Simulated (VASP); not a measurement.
Set up this calculation in VASP 6.6.1, as the native input.

```yaml
Task: single point
Functional: r2SCAN
Potentials_or_basis: VASP PAW PBE potentials, release 64 (W_sv)
Cutoff: 520 eV
k_mesh: 13 × 13 × 13
Occupations: methfessel-paxton, width 0.1 eV
Spin: no spin polarisation
Dipole_correction: no
Further_INCAR_settings: ALGO = Normal; EDIFF = 1e-06; NBANDS = 13
```

The system is W.

```xyz
1
Lattice="-1.5823 1.5823 1.5823 1.5823 -1.5823 1.5823 1.5823 1.5823 -1.5823" Properties=species:S:1:pos:R:3 pbc="T T T"
W     0.0000    0.0000    0.0000
```

The input as run:

POSCAR

```
W
1.0
   -1.5823450000      1.5823450000      1.5823450000
    1.5823450000     -1.5823450000      1.5823450000
    1.5823450000      1.5823450000     -1.5823450000
W
1
Direct
    0.0000000000      0.0000000000      0.0000000000
```

INCAR.step1

```
SYSTEM = W
ALGO = Normal ; EDIFF = 1E-4
ENCUT = 520 ; GGA = PE
ISMEAR = 1 ; LASPH = .True.
LCHARG = .False. ; LREAL = .False.
LWAVE = .True. ; NBANDS = 13
NELM = 60 ; PREC = Accurate
SIGMA = 0.1
```

INCAR.step2

```
SYSTEM = W
ALGO = Normal ; EDIFF = 1E-6
ENCUT = 520 ; ISIF = 2
ISMEAR = 1 ; ISTART = 1
LASPH = .True. ; LCHARG = .False.
LMIXTAU = .True. ; LREAL = .False.
LWAVE = .False. ; METAGGA = R2SCAN
NBANDS = 13 ; NELM = 60
PREC = Accurate ; SIGMA = 0.1
```

KPOINTS

```
k-points
0
Gamma
  13 13 13
  0 0 0
```

Potentials or basis: VASP PAW PBE potentials, release 64 (W_sv).

Run with:

```console
$ cat potpaw_PBE.64/W_sv/POTCAR > POTCAR
$ cp INCAR.step1 INCAR
$ mpirun -np 1 vasp_std > vasp.out
$ cp INCAR.step2 INCAR
$ mpirun -np 1 vasp_std > vasp.out
```

Results of the run:

```
Pressure               : 2.2 GPa
Band gap on the k mesh : zero (band 7 reaches 15.95 eV, above the bottom of band 8 at 10.01 eV)
```

Caveat: the PAW data sets were made with another functional, which shifts forces and pressure a little; spin-orbit coupling is left out, which moves the levels of the heavy elements.

Wall time 30 s on 1 thread of AMD EPYC 9R45 96-Core Processor (Zen 5), on a shared host, peak memory 0.11 GiB.
